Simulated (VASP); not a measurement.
# SiC (P6_3mc) in VASP: notebook

Runs on SiC. Level: PBE. Tasks: relaxation of cell and atoms, relaxation of shape and atoms at fixed volume.

Everything below comes from runs of VASP 6.6.1. Logs are shortened: lines on timing, memory, paths and dates and some standing lists are left out, and cuts for length are marked.

## (1) The cell of the first run

It takes space group P6_3mc (No. 186, hexagonal). The conventional cell has a = 3.095 Å, b = 3.095 Å, c = 15.186 Å, α = 90.00°, β = 90.00°, γ = 120.00°. Within 2.5 Å of Si (site symmetry 3m) lie 4 C at 1.90 Å. Si (site symmetry 3m) has 4 C at 1.89 to 1.90 Å within 2.5 Å. Si (site symmetry 3m) has 4 C at 1.89 to 1.90 Å within 2.5 Å. C (site symmetry 3m) has 4 Si at 1.89 to 1.90 Å within 2.5 Å. C (site symmetry 3m) has 4 Si at 1.90 Å within 2.5 Å. C (site symmetry 3m) has 4 Si at 1.89 to 1.90 Å within 2.5 Å.

## (2) Relaxation of cell and atoms, PBE

INCAR reads:

```
  ALGO = Normal
  EDIFF = 1E-7
  EDIFFG = -0.001
  ENCUT = 600
  GGA = PE
  IBRION = 2
  ISIF = 3
  ISMEAR = 0
  LASPH = True
  LCHARG = False
  LREAL = False
  LWAVE = False
  NELM = 80
  NSW = 80
  PREC = Accurate
  SIGMA = 0.01
```

KPOINTS reads:

```
k-points
0
Gamma
  12 12 2
```

POSCAR reads:

```
SiC
1.0
    3.0949980732      0.0000000000      0.0000000000
   -1.5474990366      2.6803469561      0.0000000000
    0.0000000000      0.0000000000     15.1864399695
Si C
6 6
Direct
    0.0000000000      0.0000000000      0.1250399221
    0.0000000000      0.0000000000      0.6250399221
    0.3333333333      0.6666666667      0.2918177992
    0.6666666667      0.3333333333      0.7918177992
    0.3333333333      0.6666666667      0.9583095063
    0.6666666667      0.3333333333      0.4583095063
    0.0000000000      0.0000000000     -0.0003123163
    0.0000000000      0.0000000000      0.4996876837
    0.3333333333      0.6666666667      0.1668296831
    0.6666666667      0.3333333333      0.6668296831
    0.3333333333      0.6666666667      0.8333154056
    0.6666666667      0.3333333333      0.3333154056
```

Potentials or basis: VASP PAW PBE potentials, release 64 (Si, C).

On the command line:

```bash
$ cat potpaw_PBE.64/Si/POTCAR potpaw_PBE.64/C/POTCAR > POTCAR
$ mpirun -np 1 vasp_std > vasp.out
```

OUTCAR:

```text
EDIFF = 1E-7
   EDIFFG = -0.001
   ENCUT = 600
   GGA = PE
   IBRION = 2
   ISIF = 3
   ISMEAR = 0
   LASPH = True
   LREAL = False
   NELM = 80
   NSW = 80
   PREC = Accurate

 ion  position               nearest neighbor table
   1  0.000  0.000  0.125-   9 1.90   9 1.90   9 1.90   7 1.90   5 3.10   5 3.10   5 3.10   3 3.10
                             3 3.10   3 3.10
   2  0.000  0.000  0.625-  10 1.90  10 1.90  10 1.90   8 1.90   6 3.10   6 3.10   6 3.10   4 3.10
                             4 3.10   4 3.10
   3  0.333  0.667  0.292-  12 1.89  12 1.89  12 1.89   9 1.90   6 3.10   6 3.10   6 3.10   1 3.10
                             1 3.10   1 3.10
   4  0.667  0.333  0.792-  11 1.89  11 1.89  11 1.89  10 1.90   5 3.10   5 3.10   5 3.10   2 3.10
                             2 3.10   2 3.10
   5  0.333  0.667  0.958-   7 1.89   7 1.89   7 1.89  11 1.90   4 3.10   4 3.10   4 3.10   1 3.10
                             1 3.10   1 3.10
   6  0.667  0.333  0.458-   8 1.89   8 1.89   8 1.89  12 1.90   3 3.10   3 3.10   3 3.10   2 3.10
                             2 3.10   2 3.10
   7  0.000  0.000  1.000-   5 1.89   5 1.89   5 1.89   1 1.90
   8  0.000  0.000  0.500-   6 1.89   6 1.89   6 1.89   2 1.90
   9  0.333  0.667  0.167-   1 1.90   1 1.90   1 1.90   3 1.90
  10  0.667  0.333  0.667-   2 1.90   2 1.90   2 1.90   4 1.90
  11  0.333  0.667  0.833-   4 1.89   4 1.89   4 1.89   5 1.90
  12  0.667  0.333  0.333-   3 1.89   3 1.89   3 1.89   6 1.90

  LATTYP: Found a hexagonal cell.
 ALAT       =     3.0949980732
 C/A-ratio  =     4.9067687961

  Lattice vectors:

 A1 = (   3.0949980732,   0.0000000000,   0.0000000000)
 A2 = (  -1.5474990366,   2.6803469561,   0.0000000000)
 A3 = (   0.0000000000,   0.0000000000,  15.1864399695)

Analysis of symmetry for initial positions (statically):
=====================================================================
 Subroutine PRICEL returns:
 Original cell was already a primitive cell.

 Routine SETGRP: Setting up the symmetry group for a
 hexagonal supercell.

 Subroutine GETGRP returns: Found 12 space group operations
 (whereof  6 operations were pure point group operations)
 out of a pool of 24 trial point group operations.

The static configuration has the point symmetry C_3v.
 The point group associated with its full space group is C_6v.

Analysis of symmetry for dynamics (positions and initial velocities):
=====================================================================
 Subroutine PRICEL returns:
 Original cell was already a primitive cell.

 Routine SETGRP: Setting up the symmetry group for a
 hexagonal supercell.

 Subroutine GETGRP returns: Found 12 space group operations
 (whereof  6 operations were pure point group operations)
 out of a pool of 24 trial point group operations.

The dynamic configuration has the point symmetry C_3v.
 The point group associated with its full space group is C_6v.

 Subroutine INISYM returns: Found 12 space group operations
 (whereof  6 operations are pure point group operations),
 and found     1 'primitive' translations

----------------------------------------------------------------------------------------

                                     Primitive cell

  volume of cell :     125.9817

  direct lattice vectors                    reciprocal lattice vectors
     3.094998073  0.000000000  0.000000000     0.323101978  0.186543014  0.000000000
    -1.547499037  2.680346956  0.000000000     0.000000000  0.373086028  0.000000000
     0.000000000  0.000000000 15.186439970     0.000000000  0.000000000  0.065848217

  length of vectors
     3.094998073  3.094998073 15.186439970     0.373086028  0.373086028  0.065848217

  position of ions in fractional coordinates (direct lattice)
     0.000000000  0.000000000  0.125039922
     0.000000000  0.000000000  0.625039922
     0.333333333  0.666666667  0.291817799
     0.666666667  0.333333333  0.791817799
     0.333333333  0.666666667  0.958309506
     0.666666667  0.333333333  0.458309506
     0.000000000  0.000000000  0.999687684
     0.000000000  0.000000000  0.499687684
     0.333333333  0.666666667  0.166829683
     0.666666667  0.333333333  0.666829683
     0.333333333  0.666666667  0.833315406
     0.666666667  0.333333333  0.333315406

  ion indices of the primitive-cell ions
   primitive index   ion index
                 1           1
                 2           2
                 3           3
                 4           4
                 5           5
                 6           6
                 7           7
                 8           8
                 9           9
                10          10
                11          11
                12          12

----------------------------------------------------------------------------------------

 KPOINTS: k-points

Automatic generation of k-mesh.
 Grid dimensions read from file:
 generate k-points for:   12   12    2

 Generating k-lattice:

  Cartesian coordinates                     Fractional coordinates (reciprocal lattice)
     0.026925165  0.015545251  0.000000000     0.083333333  0.000000000  0.000000000
     0.000000000  0.031090502  0.000000000     0.000000000  0.083333333  0.000000000
     0.000000000  0.000000000  0.032924109     0.000000000  0.000000000  0.500000000

  Length of vectors
     0.031090502  0.031090502  0.032924109

  Shift w.r.t. Gamma in fractional coordinates (k-lattice)
     0.000000000  0.000000000  0.000000000

 Subroutine IBZKPT returns following result:
 ===========================================

 Found     38 irreducible k-points:

 Following reciprocal coordinates:
            Coordinates               Weight
  0.000000  0.000000  0.000000      1.000000
  0.083333 -0.000000  0.000000      6.000000
  0.166667 -0.000000  0.000000      6.000000
  0.250000 -0.000000  0.000000      6.000000
  0.333333  0.000000  0.000000      6.000000
  0.416667  0.000000  0.000000      6.000000
[... 16 lines left out ...]
  0.250000 -0.000000  0.500000      6.000000
  0.333333  0.000000  0.500000      6.000000
 [... further k-points ...]
   k-points           NKPTS =     38   k-points in BZ     NKDIM =     38   number of bands    NBANDS=     31
   number of dos      NEDOS =    301   number of ions     NIONS =     12
   total plane-waves  NPLWV =  98784
   dimension x,y,z NGX =    28 NGY =   28 NGZ =  126
   dimension x,y,z NGXF=    56 NGYF=   56 NGZF=  252
   ions per type =               6   6
   NGX,Y,Z   is equivalent  to a cutoff of  15.04, 15.04, 13.79 a.u.
   NGXF,Y,Z  is equivalent  to a cutoff of  30.08, 30.08, 27.59 a.u.
 SYSTEM =  unknown system
   PREC   = accura    normal or accurate (medium, high low for compatibility)
   ISTART =      0    job   : 0-new  1-cont  2-samecut
   ICHARG =      2    charge: 1-file 2-atom 10-const
   ISPIN  =      1    spin polarized calculation?
   LNONCOLLINEAR =      F non collinear calculations
   LSORBIT =      F    spin-orbit coupling
   LASPH  =      T    aspherical Exc in radial PAW
   ENCUT  =  600.0 eV  44.10 Ry    6.64 a.u.   6.18  6.18 30.33*2*pi/ulx,y,z
   NELM   =     80;   NELMIN=  2; NELMDL= -5     # of ELM steps
   EDIFF  = 0.1E-06   stopping-criterion for ELM
   LREAL  =      F    real-space projection
   EDIFFG = -.1E-02   stopping-criterion for IOM
   NSW    =     80    number of steps for IOM
   IBRION =      2    ionic relax: 0-MD 1-quasi-New 2-CG
   NFREE  =      1    steps in history (QN), initial steepest desc. (CG)
   ISIF   =      3    stress and relaxation
   ISYM   =      2    0-nonsym 1-usesym 2-fastsym
   POTIM  = 0.5000    time-step for ionic-motion
   TEBEG  =    0.0;   TEEND  =   0.0 temperature during run
   PSTRESS=    0.0 pullay stress
   NELECT =      48.0000    total number of electrons
   NUPDOWN=      -1.0000    fix difference up-down
   EMIN   =  10.00;   EMAX   =-10.00  energy-range for DOS
   EFERMI =   0.00;   METHOD = LEGACY
   ISMEAR =     0;   SIGMA  =   0.01  broadening in eV -4-tet -1-fermi 0-gaus
   EFERMI_NEDOS =   21; number of points for ismear=-14 and -15
   IALGO  =     38    algorithm
   IMIX   =      4    mixing-type and parameters
     AMIX     =   0.40;   BMIX     =  1.00
     AMIX_MAG =   1.60;   BMIX_MAG =  1.00
  volume/ion in A,a.u.               =      10.50        70.85
  Fermi-wavevector in a.u.,A,eV,Ry     =   1.186823  2.242771 19.164485  1.408550
  Thomas-Fermi vector in A             =   2.322988
   LORBIT       =      0    0 simple, 1 ext, 2 COOP (PROOUT), +10 PAW based schemes
   GGA     = PE    functional components
   LHFCALC =     F    Hartree Fock is set to
   AEXX    =    0.0000 exact exchange contribution
   IVDW    =     0    specifies the selected vdW correction
   LEPSILON=     F    determine dielectric tensor
   LRPA    =     F    only Hartree local field effects (RPA)
 conjugate gradient relaxation of ions
 non-spin polarized calculation
 Gauss-broadening in eV      SIGMA  =   0.01
  energy-cutoff  :      600.00
  volume of cell :      125.98
 maximum number of plane-waves:      4232
 NGX is ok and might be reduce to    28
   NGX = 13   NGY = 13   NGZ = 61

--------------------------------------- Ionic step        1  -------------------------------------------

 number of electron      47.9999999 magnetization

 Free energy of the ion-electron system (eV)
  ---------------------------------------------------
  ext. energy  EPLUGINS =         0.00000000
  ---------------------------------------------------
  free energy    TOTEN  =       -90.38195748 eV

  energy without entropy =      -90.38195748  energy(sigma->0) =      -90.38195748

------------------------ aborting loop because EDIFF is reached ----------------------------------------

  FORCE on cell =-STRESS in cart. coord.  units (eV):
  Direction    XX          YY          ZZ          XY          YZ          ZX
  --------------------------------------------------------------------------------------
  -------------------------------------------------------------------------------------
  Total       -0.1466352     -0.1466352     -0.1401719      0.0000000      0.0000000     -0.0000000
  in kB       -1.8648394     -1.8648394     -1.7826416      0.0000000      0.0000000     -0.0000000
  external PRESSURE =      -1.8374401 kB  Pullay stress =       0.0000000 kB
[... 77 lines left out ...]
  energy  without entropy=      -90.3819635449  energy(sigma->0) =      -90.38196354

--------------------------------------- Ionic step        3  -------------------------------------------

 number of electron      47.9999999 magnetization

 Free energy of the ion-electron system (eV)
  ---------------------------------------------------
  ext. energy  EPLUGINS =         0.00000000
  ---------------------------------------------------
  free energy    TOTEN  =       -90.38202398 eV

  energy without entropy =      -90.38202398  energy(sigma->0) =      -90.38202398

 E-fermi :   8.0644     XC(G=0): -11.2945

 val. band max:        7.9982093380   @ k =   0.0000   0.0000   0.0000
 cond. band min:      10.0276504171   @ k =   0.5000  -0.0000   0.0000
 fundamental gap:      2.0294410791
 Fermi energy:         8.0643572271

 k-point     1 :       0.0000    0.0000    0.0000
  band No.  band energies     occupation
      1      -7.3498      2.00000
      2      -6.8340      2.00000
      3      -6.7989      2.00000
      4      -5.3229      2.00000
      5      -5.2943      2.00000
      6      -3.8347      2.00000
[... 805 lines left out ...]
     30      13.2555      0.00000
     31      14.0000      0.00000

 [... further k-points ...]

------------------------ aborting loop because EDIFF is reached ----------------------------------------

  FORCE on cell =-STRESS in cart. coord.  units (eV):
  Direction    XX          YY          ZZ          XY          YZ          ZX
  --------------------------------------------------------------------------------------
  -------------------------------------------------------------------------------------
  Total        0.0067116      0.0067116      0.0061976     -0.0000000      0.0000000     -0.0000000
  in kB        0.0854321      0.0854321      0.0788899     -0.0000000      0.0000000     -0.0000000
  external PRESSURE =       0.0832513 kB  Pullay stress =       0.0000000 kB
[... 27 lines left out ...]
  FREE ENERGIE OF THE ION-ELECTRON SYSTEM (eV)
  ---------------------------------------------------
  free  energy   TOTEN  =       -90.3820239771 eV

  energy  without entropy=      -90.3820239771  energy(sigma->0) =      -90.38202398

 reached required accuracy - stopping structural energy minimisation
```

Run time: 4 min. Hardware: 1 thread of Intel Xeon 6975P-C (Granite Rapids), shared host; peak memory 0.37 GiB.

Results:

- Free energy: -90.3820 eV
- Relaxed volume: 10.49 Å³/atom
- Relaxed cell: a = 3.094 Å, b = 3.094 Å, c = 15.182 Å, α = 90.00°, β = 90.00°, γ = 120.00°
- Space group after relaxing (to 0.1 Å): P6_3mc (No. 186)
- Energy gained by relaxing: 0.0 meV/atom
- Ionic steps: 3
- Pressure after relaxing: 0.0 GPa
- Band gap on the k mesh: 2.03 eV (least direct gap 3.13 eV)

Final structure:
```yaml
crystal:
  lattice:
    - [3.09405, 0.00000, 0.00000]
    - [-1.54703, 2.67953, 0.00000]
    - [0.00000, 0.00000, 15.18200]
  atoms:
    - { symbol: Si, position: [0.00000, 0.00000, 0.12504] }
    - { symbol: Si, position: [0.00000, 0.00000, 0.62504] }
    - { symbol: Si, position: [0.33333, 0.66667, 0.29182] }
    - { symbol: Si, position: [0.66667, 0.33333, 0.79182] }
    - { symbol: Si, position: [0.33333, 0.66667, 0.95831] }
    - { symbol: Si, position: [0.66667, 0.33333, 0.45831] }
    - { symbol: C, position: [0.00000, 0.00000, 0.99969] }
    - { symbol: C, position: [0.00000, 0.00000, 0.49969] }
    - { symbol: C, position: [0.33333, 0.66667, 0.16683] }
    - { symbol: C, position: [0.66667, 0.33333, 0.66683] }
    - { symbol: C, position: [0.33333, 0.66667, 0.83332] }
    - { symbol: C, position: [0.66667, 0.33333, 0.33332] }
```

Levels at points of the mesh, in eV from the valence-band top:
| k point | band 21 | band 22 | band 23 | band 24 | band 25 | band 26 | band 27 | band 28 |
| --- | --- | --- | --- | --- | --- | --- | --- | --- |
| (0.00, 0.00, 0.00) | -0.30 | -0.04 | 0.00 | 0.00 | 5.06 | 5.23 | 5.64 | 6.15 |
| (0.50, 0.00, 0.00) | -1.80 | -1.77 | -1.65 | -1.10 | 2.03 | 2.21 | 3.19 | 3.87 |
| (0.00, 0.00, 0.50) | -0.10 | -0.10 | -0.10 | -0.10 | 5.13 | 5.13 | 5.87 | 5.87 |
| (0.50, 0.00, 0.50) | -1.70 | -1.70 | -1.30 | -1.30 | 2.07 | 2.07 | 3.41 | 3.41 |

## (3) Relaxation of shape and atoms at fixed volume, PBE (11.55 Å³/atom)

This run uses another cell than the first one, of 11.55 Å³/atom.

INCAR reads:

```
SYSTEM = SiC
PREC = Accurate ; ENCUT = 600
EDIFF = 1E-7 ; ISMEAR = 0
SIGMA = 0.02 ; LREAL = .FALSE.
LASPH = .TRUE. ; NELM = 80
ALGO = Normal ; ISIF = 4
LWAVE = .FALSE. ; LCHARG = .FALSE.
GGA = PE ; IBRION = 2
NSW = 50 ; EDIFFG = -0.01
```

KPOINTS reads:

```
Automatic mesh
0
G
  12 12 2
  0 0 0
```

POSCAR reads:

```
SiC
1.0
    3.1946432671      0.0000000000      0.0000000000
   -1.5973216336      2.7666422253      0.0000000000
    0.0000000000      0.0000000000     15.6792285289
Si C
6 6
Direct
    0.0000000000      0.0000000000      0.1250544044
    0.0000000000      0.0000000000      0.6250544044
    0.3333333333      0.6666666667      0.2918084783
    0.6666666667      0.3333333333      0.7918084783
    0.3333333333      0.6666666667      0.9582892645
    0.6666666667      0.3333333333      0.4582892645
    0.0000000000      0.0000000000     -0.0003104560
    0.0000000000      0.0000000000      0.4996895440
    0.3333333333      0.6666666667      0.1668441462
    0.6666666667      0.3333333333      0.6668441462
    0.3333333333      0.6666666667      0.8333141626
    0.6666666667      0.3333333333      0.3333141626
```

Potentials or basis: VASP PAW PBE potentials, release 64 (Si, C).

On the command line:

```bash
$ cat potpaw_PBE.64/Si/POTCAR potpaw_PBE.64/C/POTCAR > POTCAR
$ mpirun -np 1 vasp_std > vasp.out
```

Run time: 8 min. Hardware: 1 thread of Intel Xeon Platinum 8259CL at 2.50GHz (Skylake/Cascade Lake), shared host; peak memory 0.39 GiB.

The run converged. Its results:

```
Free energy                  : -89.6663 eV
Energy gained by relaxing    : 0.0 meV/atom
Ionic steps                  : 2
Pressure after relaxing      : -16.9 GPa
Largest force after relaxing : 0.009 eV/Å
Band gap on the k mesh       : 2.05 eV (least direct gap 3.12 eV)
```

Forces on the atoms (eV/Å):
```
Si   0.000  0.000 -0.009
Si   0.000  0.000 -0.009
Si   0.000  0.000  0.003
Si   0.000  0.000  0.003
Si   0.000  0.000 -0.005
Si   0.000  0.000 -0.005
C    0.000  0.000  0.006
C    0.000  0.000  0.006
C    0.000  0.000  0.007
C    0.000  0.000  0.007
C    0.000  0.000 -0.003
C    0.000  0.000 -0.003
```

Final structure:
```cif
data_structure
_symmetry_space_group_name_H-M 'P 1'
_symmetry_Int_Tables_number 1
_cell_length_a 3.1944
_cell_length_b 3.1944
_cell_length_c 15.6813
_cell_angle_alpha 90.000
_cell_angle_beta 90.000
_cell_angle_gamma 120.000
_cell_volume 138.58
loop_
_atom_site_label
_atom_site_type_symbol
_atom_site_fract_x
_atom_site_fract_y
_atom_site_fract_z
_atom_site_occupancy
Si1 Si 0.00000 0.00000 0.12511 1
Si2 Si 0.00000 0.00000 0.62511 1
Si3 Si 0.33333 0.66667 0.29181 1
Si4 Si 0.66667 0.33333 0.79181 1
Si5 Si 0.33333 0.66667 0.95829 1
Si6 Si 0.66667 0.33333 0.45829 1
C1 C 0.00000 0.00000 0.99964 1
C2 C 0.00000 0.00000 0.49964 1
C3 C 0.33333 0.66667 0.16684 1
C4 C 0.66667 0.33333 0.66684 1
C5 C 0.33333 0.66667 0.83331 1
C6 C 0.66667 0.33333 0.33331 1
```

Levels at points of the mesh, in eV from the valence-band top:
```csv
k point,band 20,band 21,band 22,band 23,band 24,band 25,band 26,band 27,band 28,band 29
"(0.00, 0.00, 0.00)",-0.29,-0.29,-0.03,0.00,0.00,4.25,4.43,4.78,5.05,5.27
"(0.50, 0.00, 0.00)",-2.15,-1.71,-1.68,-1.56,-1.07,2.05,2.18,3.03,3.66,4.23
"(0.00, 0.00, 0.50)",-0.62,-0.09,-0.09,-0.09,-0.09,4.32,4.32,5.02,5.02,5.45
"(0.50, 0.00, 0.50)",-2.20,-1.63,-1.63,-1.25,-1.25,2.05,2.05,3.25,3.25,4.28
```

A k mesh can miss the band edges.
